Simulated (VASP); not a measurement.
# Si2Ni (Fm-3m) in VASP: further runs, part 2 of 2

VASP 6.6.1. Earlier steps stand in the parts before.

## Step 3: Single point, LDA

This run uses another cell than the first one, of 15.07 Å³/atom, 1.054 times its volume.

INCAR

```
SYSTEM = Si2Ni
PREC = Accurate ; ENCUT = 520
EDIFF = 1E-6 ; ISMEAR = 0
SIGMA = 0.15 ; LREAL = .FALSE.
LASPH = .TRUE. ; NELM = 100
ALGO = Normal ; ISIF = 2
LWAVE = .FALSE. ; LCHARG = .TRUE.
GGA = CA ; LELF = .TRUE.
LVHAR = .TRUE. ; NBANDS = 16
```

KPOINTS

```
Automatic mesh
0
G
  14 14 14
  0 0 0
```

POSCAR

```
Si2Ni
1.0
    0.0000000000      2.8272425872      2.8272425872
    2.8272425872      0.0000000000      2.8272425872
    2.8272425872      2.8272425872      0.0000000000
Si Ni
2 1
Direct
    0.2500000000      0.2500000000      0.2500000000
    0.7500000000      0.7500000000      0.7500000000
    0.0000000000      0.0000000000      0.0000000000
```

Potentials or basis: VASP PAW LDA potentials, release 64 (Si, Ni).

The run is started by

```console
$ cat potpaw_LDA.64/Si/POTCAR potpaw_LDA.64/Ni/POTCAR > POTCAR
$ mpirun -np 1 vasp_std > vasp.out
```

OUTCAR:

```text
SYSTEM = Si2Ni
   PREC = Accurate
   ENCUT = 520
   EDIFF = 1E-6
   ISMEAR = 0
   LREAL = .FALSE.
   LASPH = .TRUE.
   NELM = 100
   ISIF = 2
   GGA = CA

 ion  position               nearest neighbor table
   1  0.250  0.250  0.250-   3 2.45   3 2.45   3 2.45   3 2.45   2 2.83   2 2.83   2 2.83   2 2.83
                             2 2.83   2 2.83
   2  0.750  0.750  0.750-   3 2.45   3 2.45   3 2.45   3 2.45   1 2.83   1 2.83   1 2.83   1 2.83
                             1 2.83   1 2.83
   3  0.000  0.000  0.000-   2 2.45   2 2.45   2 2.45   1 2.45   2 2.45   1 2.45   1 2.45   1 2.45

  LATTYP: Found a face centered cubic cell.
 ALAT       =     5.6544851744

  Lattice vectors:

 A1 = (   0.0000000000,   2.8272425872,   2.8272425872)
 A2 = (   2.8272425872,   0.0000000000,   2.8272425872)
 A3 = (   2.8272425872,   2.8272425872,   0.0000000000)

Analysis of symmetry for initial positions (statically):
=====================================================================
 Subroutine PRICEL returns:
 Original cell was already a primitive cell.

 Routine SETGRP: Setting up the symmetry group for a
 face centered cubic supercell.

 Subroutine GETGRP returns: Found 48 space group operations
 (whereof 48 operations were pure point group operations)
[... 164 lines left out ...]

  energy without entropy =      -19.42564369  energy(sigma->0) =      -19.43157375

 E-fermi :   8.3243     XC(G=0): -11.1560

 val. band max:        8.3151554567   @ k =  -0.4286   0.4286   0.0714
 cond. band min:       8.3499436021   @ k =   0.5000   0.3571   0.0714
 fundamental gap:      0.0347881454
 Fermi energy:         8.3243132514

 k-point     1 :       0.0000    0.0000    0.0000
  band No.  band energies     occupation
      1      -4.1312      2.00000
      2       4.0571      2.00000
      3       4.0571      2.00000
      4       4.0571      2.00000
      5       5.6110      2.00000
      6       5.6110      2.00000
[... 433 lines left out ...]
      3       4.1952      2.00000
      4       4.2370      2.00000
      5       5.1427      2.00000
      6       5.7088      2.00000
[... 8 lines left out ...]
     15      15.3239      0.00000
     16      15.3989      0.00000

 [... further k-points ...]
[... 5 lines left out ...]
  --------------------------------------------------------------------------------------
  -------------------------------------------------------------------------------------
  Total       -5.2920081     -5.2920081     -5.2920081      0.0000000      0.0000000     -0.0000000
  in kB     -187.5909427   -187.5909427   -187.5909427      0.0000000      0.0000000     -0.0000000
  external PRESSURE =    -187.5909427 kB  Pullay stress =       0.0000000 kB

 VOLUME and BASIS-vectors are now :
 -----------------------------------------------------------------------------
  energy-cutoff  :      520.00
  volume of cell :       45.20
      direct lattice vectors                 reciprocal lattice vectors
     0.000000000  2.827242587  2.827242587    -0.176850760  0.176850760  0.176850760
     2.827242587  0.000000000  2.827242587     0.176850760 -0.176850760  0.176850760
     2.827242587  2.827242587  0.000000000     0.176850760  0.176850760 -0.176850760

 POSITION                                       TOTAL-FORCE (eV/Angst)
 -----------------------------------------------------------------------------------
      1.41362      1.41362      1.41362         0.000000      0.000000      0.000000
      4.24086      4.24086      4.24086        -0.000000     -0.000000     -0.000000
      0.00000      0.00000      0.00000        -0.000000     -0.000000     -0.000000
 -----------------------------------------------------------------------------------
    total drift:                                0.000000     -0.000000     -0.000000

  FREE ENERGIE OF THE ION-ELECTRON SYSTEM (eV)
  ---------------------------------------------------
  free  energy   TOTEN  =       -19.4375038067 eV

  energy  without entropy=      -19.4256436864  energy(sigma->0) =      -19.43157375
```

OSZICAR:

```text
N       E                     dE             d eps       ncg     rms          rms(c)
DAV:   1     0.621596848577E+02    0.62160E+02   -0.76507E+03  3328   0.112E+03
DAV:   2    -0.179318630127E+02   -0.80092E+02   -0.73375E+02  3720   0.208E+02
DAV:   3    -0.212163863213E+02   -0.32845E+01   -0.32232E+01  4448   0.464E+01
DAV:   4    -0.212723976071E+02   -0.56011E-01   -0.55980E-01  3872   0.586E+00
DAV:   5    -0.212740057346E+02   -0.16081E-02   -0.16080E-02  4432   0.105E+00    0.150E+01
DAV:   6    -0.268824468511E+02   -0.56084E+01   -0.40904E+01  3344   0.147E+02    0.260E+01
DAV:   7    -0.196885122609E+02    0.71939E+01   -0.12505E+01  4128   0.906E+01    0.431E+00
DAV:   8    -0.194714029167E+02    0.21711E+00   -0.17736E+00  4352   0.222E+01    0.229E+00
DAV:   9    -0.194397805923E+02    0.31622E-01   -0.27742E-01  4160   0.729E+00    0.606E-01
DAV:  10    -0.194380218549E+02    0.17587E-02   -0.74906E-03  5032   0.135E+00    0.331E-01
DAV:  11    -0.194375343458E+02    0.48751E-03   -0.81532E-04  3968   0.251E-01    0.675E-02
DAV:  12    -0.194375067804E+02    0.27565E-04   -0.69250E-05  4944   0.139E-01    0.280E-02
DAV:  13    -0.194375043532E+02    0.24272E-05   -0.23928E-05  5008   0.886E-02    0.831E-03
DAV:  14    -0.194375038067E+02    0.54647E-06   -0.30031E-06  3176   0.181E-02
   1 F= -.19437504E+02 E0= -.19431574E+02  d E =-.118601E-01
```

It took 2.6 min on 1 thread of AMD EPYC 7R13, shared host; peak memory 0.17 GiB.

What came out:

```yaml
Free_energy: -19.4375 eV
Pressure: -18.8 GPa
Band_gap_on_the_k_mesh: zero (band 9 reaches 10.00 eV, above the bottom of band 10 at 7.64 eV)
```
